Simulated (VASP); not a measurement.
Here is a VASP 6.6.1 calculation.

Contents of INCAR:

```
PREC = Accurate ; ENCUT = 500
EDIFF = 1E-6 ; ISMEAR = 0
SIGMA = 0.05 ; LREAL = F
LASPH = T ; NELM = 120
ALGO = Normal ; ISIF = 2
LWAVE = F ; LCHARG = F
GGA = PE ; IVDW = 12
NBANDS = 20 ; GGA_COMPAT = F
```

The input KPOINTS:

```
regular mesh
0
Gamma
  12 12 6
```

File POSCAR:

```
MoS2
1.0
    3.2026351654      0.0000000000      0.0000000000
   -1.6013175827      2.7735634122      0.0000000000
    0.0000000000      0.0000000000      6.9401104033
Mo S
1 2
Direct
    0.0000000000      0.0000000000      0.0000000000
    0.3333333333      0.6666666667      0.2357940733
    0.3333333333      0.6666666667      0.7642059267
```

Potentials or basis: VASP PAW PBE potentials, release 64 (Mo_sv, S).

Run with:

```bash
$ cat potpaw_PBE.64/Mo_sv/POTCAR potpaw_PBE.64/S/POTCAR > POTCAR
$ mpirun -np 1 vasp_std > vasp.out
```

**Question.** Predict the pressure.

**Answer.** -9.5 GPa.

**Question.** Estimate the dispersion energy per atom.

**Answer.** -0.369 eV.

**Question.** Estimate the largest force.

**Answer.** 1.420 eV/Å.

Forces on the atoms (eV/Å):
```
Mo   0.000  0.000  0.000
S    0.000  0.000 -1.420
S    0.000  0.000  1.420
```

Caveat: the cell stands under tension; forces of over 1 eV/Å act on the atoms, so gaps and moduli don't describe the material at rest.
